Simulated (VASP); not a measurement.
# AlN (Cmc2_1) in VASP: a series of runs

AlN is run at these levels: LDA; tasks: single point.

All numbers are computed with VASP 6.6.1; they aren't measurements. Logs are shortened: lines on timing, memory, paths and dates and some standing lists are left out, and cuts for length are marked.

**1. The cell of the first run**

It takes space group Cmc2_1 (No. 36, orthorhombic). The conventional cell has a = 3.037 Å, b = 5.261 Å, c = 4.861 Å, α = 90.00°, β = 90.00°, γ = 90.00°. Within 2.4 Å of Al (site symmetry m) lie 4 N at 1.84 to 1.86 Å. Within 2.4 Å of N (site symmetry m) lie 4 Al at 1.84 to 1.86 Å.

**2. Single point, LDA**

Contents of INCAR:

```
SYSTEM = AlN
PREC     = Accurate       ! precision mode
ENCUT    = 520            ! plane-wave cutoff, eV
EDIFF    = 1E-6           ! SCF threshold, eV
ISMEAR   = 0              ! smearing method
SIGMA    = 0.05           ! smearing width, eV
LREAL    = .False.        ! projectors in reciprocal space
LASPH    = .True.         ! aspherical terms in the spheres
NELM     = 80             ! most SCF steps
ALGO     = Normal         ! electronic algorithm
ISIF     = 2              ! what is computed and relaxed
LWAVE    = .False.        ! write WAVECAR
LCHARG   = .False.        ! write CHGCAR
GGA      = CA             ! functional
NBANDS   = 16             ! bands
```

Contents of KPOINTS:

```
Automatic mesh
0
Gamma
  9 9 6
  0 0 0
```

Contents of POSCAR:

```
AlN
1.0
    3.0371604035      0.0000000000      0.0000000000
   -1.5185802018      2.6302580648      0.0000000000
    0.0000000000      0.0000000000      4.8612078838
Al N
2 2
Direct
    0.3397634096      0.6795268192      0.0015212672
    0.6602365904      0.3204731808      0.5015212672
    0.3275955689      0.6551911379      0.3834787328
    0.6724044311      0.3448088621      0.8834787328
```

Potentials or basis: VASP PAW LDA potentials, release 64 (Al, N).

On the command line:

```sh
> cat potpaw_LDA.64/Al/POTCAR potpaw_LDA.64/N/POTCAR > POTCAR
> mpirun -np 1 vasp_std > vasp.out
```

OUTCAR:

```text
SYSTEM = AlN
   PREC = Accurate
   ENCUT = 520
   EDIFF = 1E-6
   ISMEAR = 0
   LREAL = .False.
   LASPH = .True.
   NELM = 80
   ISIF = 2
   GGA = CA

 ion  position               nearest neighbor table
   1  0.340  0.680  0.002-   4 1.84   4 1.85   4 1.85   3 1.86   2 2.96   2 2.96   2 3.02   2 3.02
                             2 3.02   2 3.02
   2  0.660  0.320  0.502-   3 1.84   3 1.85   3 1.85   4 1.86   1 2.96   1 2.96   1 3.02   1 3.02
                             1 3.02   1 3.02
   3  0.328  0.655  0.383-   2 1.84   2 1.85   2 1.85   1 1.86
   4  0.672  0.345  0.883-   1 1.84   1 1.85   1 1.85   2 1.86

  LATTYP: Found a hexagonal cell.
 ALAT       =     3.0371604035
 C/A-ratio  =     1.6005766038

  Lattice vectors:

 A1 = (   3.0371604035,   0.0000000000,   0.0000000000)
 A2 = (  -1.5185802018,   2.6302580648,   0.0000000000)
 A3 = (   0.0000000000,   0.0000000000,   4.8612078838)

Analysis of symmetry for initial positions (statically):
=====================================================================
 Subroutine PRICEL returns:
 Original cell was already a primitive cell.

 Routine SETGRP: Setting up the symmetry group for a
 hexagonal supercell.

 Subroutine GETGRP returns: Found  4 space group operations
 (whereof  2 operations were pure point group operations)
 out of a pool of 24 trial point group operations.

The static configuration has the point symmetry C_1h.
 The point group associated with its full space group is C_2v.

Analysis of symmetry for dynamics (positions and initial velocities):
=====================================================================
 Subroutine PRICEL returns:
 Original cell was already a primitive cell.

 Routine SETGRP: Setting up the symmetry group for a
 hexagonal supercell.

 Subroutine GETGRP returns: Found  4 space group operations
 (whereof  2 operations were pure point group operations)
 out of a pool of 24 trial point group operations.

The dynamic configuration has the point symmetry C_1h.
 The point group associated with its full space group is C_2v.

 Subroutine INISYM returns: Found  4 space group operations
 (whereof  2 operations are pure point group operations),
 and found     1 'primitive' translations

----------------------------------------------------------------------------------------

                                     Primitive cell

  volume of cell :      38.8338

  direct lattice vectors                    reciprocal lattice vectors
     3.037160404  0.000000000  0.000000000     0.329254918  0.190095416  0.000000000
    -1.518580202  2.630258065  0.000000000     0.000000000  0.380190831  0.000000000
     0.000000000  0.000000000  4.861207884     0.000000000  0.000000000  0.205710191

  length of vectors
     3.037160404  3.037160404  4.861207884     0.380190831  0.380190831  0.205710191

  position of ions in fractional coordinates (direct lattice)
     0.339763410  0.679526819  0.001521267
     0.660236590  0.320473181  0.501521267
     0.327595569  0.655191138  0.383478733
     0.672404431  0.344808862  0.883478733

  ion indices of the primitive-cell ions
   primitive index   ion index
                 1           1
                 2           2
                 3           3
                 4           4

----------------------------------------------------------------------------------------

 KPOINTS: Automatic mesh

Automatic generation of k-mesh.
 Grid dimensions read from file:
 generate k-points for:    9    9    6

 Generating k-lattice:

  Cartesian coordinates                     Fractional coordinates (reciprocal lattice)
     0.036583880  0.021121713  0.000000000     0.111111111  0.000000000  0.000000000
     0.000000000  0.042243426  0.000000000     0.000000000  0.111111111  0.000000000
     0.000000000  0.000000000  0.034285032     0.000000000  0.000000000  0.166666667

  Length of vectors
     0.042243426  0.042243426  0.034285032

  Shift w.r.t. Gamma in fractional coordinates (k-lattice)
     0.000000000  0.000000000  0.000000000

 Subroutine IBZKPT returns following result:
 ===========================================

 Found    100 irreducible k-points:

 Following reciprocal coordinates:
            Coordinates               Weight
  0.000000  0.000000  0.000000      1.000000
  0.111111 -0.000000  0.000000      4.000000
  0.000000  0.111111  0.000000      2.000000
  0.222222 -0.000000  0.000000      4.000000
  0.000000  0.222222  0.000000      2.000000
  0.333333 -0.000000  0.000000      4.000000
[... 16 lines left out ...]
 -0.222222 -0.444444  0.000000      4.000000
  0.444444  0.333333  0.000000      4.000000
 [... further k-points ...]
   k-points           NKPTS =    100   k-points in BZ     NKDIM =    100   number of bands    NBANDS=     16
   number of dos      NEDOS =    301   number of ions     NIONS =      4
   total plane-waves  NPLWV =  20736
   dimension x,y,z NGX =    24 NGY =   24 NGZ =   36
   dimension x,y,z NGXF=    48 NGYF=   48 NGZF=   72
   ions per type =               2   2
   NGX,Y,Z   is equivalent  to a cutoff of  13.14, 13.14, 12.31 a.u.
   NGXF,Y,Z  is equivalent  to a cutoff of  26.27, 26.27, 24.62 a.u.
 SYSTEM =  AlN
   PREC   = accura    normal or accurate (medium, high low for compatibility)
   ISTART =      0    job   : 0-new  1-cont  2-samecut
   ICHARG =      2    charge: 1-file 2-atom 10-const
   ISPIN  =      1    spin polarized calculation?
   LNONCOLLINEAR =      F non collinear calculations
   LSORBIT =      F    spin-orbit coupling
   LASPH  =      T    aspherical Exc in radial PAW
   ENCUT  =  520.0 eV  38.22 Ry    6.18 a.u.   5.65  5.65  9.04*2*pi/ulx,y,z
   NELM   =     80;   NELMIN=  2; NELMDL= -5     # of ELM steps
   EDIFF  = 0.1E-05   stopping-criterion for ELM
   LREAL  =      F    real-space projection
   EDIFFG = 0.1E-04   stopping-criterion for IOM
   NSW    =      0    number of steps for IOM
   IBRION =     -1    ionic relax: 0-MD 1-quasi-New 2-CG
   NFREE  =      0    steps in history (QN), initial steepest desc. (CG)
   ISIF   =      2    stress and relaxation
   ISYM   =      2    0-nonsym 1-usesym 2-fastsym
   POTIM  = 0.5000    time-step for ionic-motion
   TEBEG  =    0.0;   TEEND  =   0.0 temperature during run
   PSTRESS=    0.0 pullay stress
   NELECT =      16.0000    total number of electrons
   NUPDOWN=      -1.0000    fix difference up-down
   EMIN   =  10.00;   EMAX   =-10.00  energy-range for DOS
   EFERMI =   0.00;   METHOD = LEGACY
   ISMEAR =     0;   SIGMA  =   0.05  broadening in eV -4-tet -1-fermi 0-gaus
   EFERMI_NEDOS =   21; number of points for ismear=-14 and -15
   IALGO  =     38    algorithm
   IMIX   =      4    mixing-type and parameters
     AMIX     =   0.40;   BMIX     =  1.00
     AMIX_MAG =   1.60;   BMIX_MAG =  1.00
  volume/ion in A,a.u.               =       9.71        65.52
  Fermi-wavevector in a.u.,A,eV,Ry     =   1.218180  2.302026 20.190529  1.483962
  Thomas-Fermi vector in A             =   2.353475
   LORBIT       =      0    0 simple, 1 ext, 2 COOP (PROOUT), +10 PAW based schemes
   GGA     = CA    functional components
   LHFCALC =     F    Hartree Fock is set to
   AEXX    =    0.0000 exact exchange contribution
   IVDW    =     0    specifies the selected vdW correction
   LEPSILON=     F    determine dielectric tensor
   LRPA    =     F    only Hartree local field effects (RPA)
 non-spin polarized calculation
 Gauss-broadening in eV      SIGMA  =   0.05
  energy-cutoff  :      520.00
  volume of cell :       38.83
 maximum number of plane-waves:      1087
   NGX = 11   NGY = 11   NGZ = 19

 number of electron      15.9999999 magnetization

 Free energy of the ion-electron system (eV)
  ---------------------------------------------------
  ext. energy  EPLUGINS =         0.00000000
  ---------------------------------------------------
  free energy    TOTEN  =       -32.75095594 eV

  energy without entropy =      -32.75095594  energy(sigma->0) =      -32.75095594

 E-fermi :   6.8289     XC(G=0): -11.5667

 val. band max:        6.6294797779   @ k =   0.0000   0.0000   0.0000
 cond. band min:      11.4973611029   @ k =   0.0000   0.0000   0.0000
 fundamental gap:      4.8678813250
 Fermi energy:         6.8288577339

 k-point     1 :       0.0000    0.0000    0.0000
  band No.  band energies     occupation
      1      -8.8682      2.00000
      2      -6.4080      2.00000
      3       0.2313      2.00000
      4       5.6926      2.00000
      5       5.7280      2.00000
      6       6.3227      2.00000
[... 8 lines left out ...]
     15      20.2978      0.00000
     16      20.3817      0.00000

 k-point     2 :       0.1111   -0.0000    0.0000
  band No.  band energies     occupation
      1      -8.6942      2.00000
      2      -6.3079      2.00000
      3       0.4302      2.00000
      4       4.9720      2.00000
      5       5.5005      2.00000
      6       5.7305      2.00000
[... 8 lines left out ...]
     15      20.0288      0.00000
     16      20.1936      0.00000

 k-point     3 :       0.0000    0.1111    0.0000
  band No.  band energies     occupation
      1      -8.6947      2.00000
      2      -6.3063      2.00000
      3       0.4289      2.00000
      4       4.9687      2.00000
      5       5.4888      2.00000
      6       5.6818      2.00000
[... 8 lines left out ...]
     15      20.0150      0.00000
     16      20.2516      0.00000

 k-point     4 :       0.2222   -0.0000    0.0000
  band No.  band energies     occupation
      1      -8.1969      2.00000
      2      -6.0564      2.00000
      3       1.0089      2.00000
      4       3.4053      2.00000
      5       4.4213      2.00000
      6       5.0642      2.00000
[... 8 lines left out ...]
     15      19.3236      0.00000
     16      19.9822      0.00000
[... 324 lines left out ...]
 k-point    22 :       0.3333    0.2222    0.0000
  band No.  band energies     occupation
      1      -6.4457      2.00000
      2      -5.7844      2.00000
      3       1.3760      2.00000
      4       2.4396      2.00000
      5       3.2254      2.00000
      6       3.3512      2.00000
[... 8 lines left out ...]
     15      19.6900      0.00000
     16      21.9101      0.00000

 k-point    23 :      -0.2222   -0.4444    0.0000
  band No.  band energies     occupation
      1      -6.4691      2.00000
      2      -5.7511      2.00000
      3       1.2891      2.00000
      4       2.5190      2.00000
      5       3.2288      2.00000
      6       3.2857      2.00000
[... 8 lines left out ...]
     15      19.7704      0.00000
     16      21.7970      0.00000

 k-point    24 :       0.4444    0.3333    0.0000
  band No.  band energies     occupation
      1      -6.4306      2.00000
      2      -5.8054      2.00000
      3       1.3971      2.00000
      4       2.4924      2.00000
      5       3.1698      2.00000
      6       3.3668      2.00000
[... 8 lines left out ...]
     15      19.7860      0.00000
     16      21.7954      0.00000

 [... further k-points ...]
[... 5 lines left out ...]
  --------------------------------------------------------------------------------------
  -------------------------------------------------------------------------------------
  Total        3.1231022      3.0765824      2.8927539     -0.0000000      0.0000000      0.0000000
  in kB      128.8506168    126.9313337    119.3470757     -0.0000000      0.0000000      0.0000000
  external PRESSURE =     125.0430088 kB  Pullay stress =       0.0000000 kB

 VOLUME and BASIS-vectors are now :
 -----------------------------------------------------------------------------
  energy-cutoff  :      520.00
  volume of cell :       38.83
      direct lattice vectors                 reciprocal lattice vectors
     3.037160404  0.000000000  0.000000000     0.329254918  0.190095416  0.000000000
    -1.518580202  2.630258065  0.000000000     0.000000000  0.380190831  0.000000000
     0.000000000  0.000000000  4.861207884     0.000000000  0.000000000  0.205710191

 POSITION                                       TOTAL-FORCE (eV/Angst)
 -----------------------------------------------------------------------------------
     -0.00000      1.78733      0.00740         0.000000     -0.204708     -0.012336
      1.51858      0.84293      2.43800        -0.000000      0.204708     -0.012336
     -0.00000      1.72332      1.86417        -0.000000      0.073238      0.012336
      1.51858      0.90694      4.29477         0.000000     -0.073238      0.012336
 -----------------------------------------------------------------------------------
    total drift:                                0.000000      0.000000      0.000305

  FREE ENERGIE OF THE ION-ELECTRON SYSTEM (eV)
  ---------------------------------------------------
  free  energy   TOTEN  =       -32.7509559354 eV

  energy  without entropy=      -32.7509559354  energy(sigma->0) =      -32.75095594
```

Wall time 31 s (1 thread of Intel Xeon 8259CL, shared host); peak memory 0.17 GiB.

What came out:

```
Free energy            : -32.7510 eV
Pressure               : 12.5 GPa
Largest force          : 0.205 eV/Å
Band gap on the k mesh : 4.87 eV, direct
```

Forces in eV/Å, atoms in the order of the input:
```
Al   0.000 -0.205 -0.012
Al   0.000  0.205 -0.012
N    0.000  0.073  0.012
N    0.000 -0.073  0.012
```

Stress tensor (GPa, compression positive):
```
12.89  0.00  0.00
 0.00 12.69  0.00
 0.00  0.00 11.93
```

A k mesh can miss the band edges. As with any semilocal functional, this LDA gap is likely too small.

**3. Single point, LDA**

Contents of INCAR:

```
SYSTEM = AlN
PREC = Accurate
ENCUT = 520
EDIFF = 1E-7
ISMEAR = 0
SIGMA = 0.05
LREAL = .FALSE.
LASPH = .TRUE.
NELM = 60
ALGO = Normal
ISIF = 2
LWAVE = .FALSE.
LCHARG = .FALSE.
GGA = CA
NBANDS = 16
```

Contents of KPOINTS:

```
Automatic mesh
0
G
  9 9 6
  0 0 0
```

Contents of POSCAR:

```
AlN
1.0
    3.0371604035      0.0000000000      0.0000000000
   -1.5185802018      2.6302580648      0.0000000000
    0.0000000000      0.0000000000      4.8612078838
Al N
2 2
Direct
    0.3461934859      0.6923869718      0.0015212672
    0.6538065141      0.3076130282      0.5015212672
    0.3218578045      0.6437156091      0.3834787328
    0.6781421955      0.3562843909      0.8834787328
```

Potentials or basis: VASP PAW LDA potentials, release 64 (Al, N).

On the command line:

```sh
> cat potpaw_LDA.64/Al/POTCAR potpaw_LDA.64/N/POTCAR > POTCAR
> mpirun -np 1 vasp_std > vasp.out
```

Wall time 43 s (1 thread of Intel Xeon 8259CL, shared host); peak memory 0.17 GiB.

Results (log left out):

| Property | Result |
| --- | --- |
| Free energy | -32.7233 eV |
| Pressure | 12.4 GPa |
| Largest force | 0.422 eV/Å |
| Band gap on the k mesh | 4.82 eV, direct |

Forces in eV/Å, atoms in the order of the input:
```
Al   0.000 -0.421  0.021
Al   0.000  0.421  0.021
N    0.000  0.142 -0.021
N    0.000 -0.142 -0.021
```

Stress tensor (GPa, compression positive):
```
12.98  0.00  0.00
 0.00 12.32  0.00
 0.00  0.00 11.92
```

Levels at points of the mesh, in eV from the valence-band top:
```
           k point  band 5  band 6  band 7  band 8  band 9  band 10  band 11  band 12
(0.00, 0.00, 0.00)   -0.91   -0.39   -0.16    0.00    4.82     7.13    10.97    11.15
(0.00, 0.00, 0.50)   -0.65   -0.65   -0.59   -0.59    6.99     6.99    10.68    10.68
```

(Continued in part 2 of 2.)
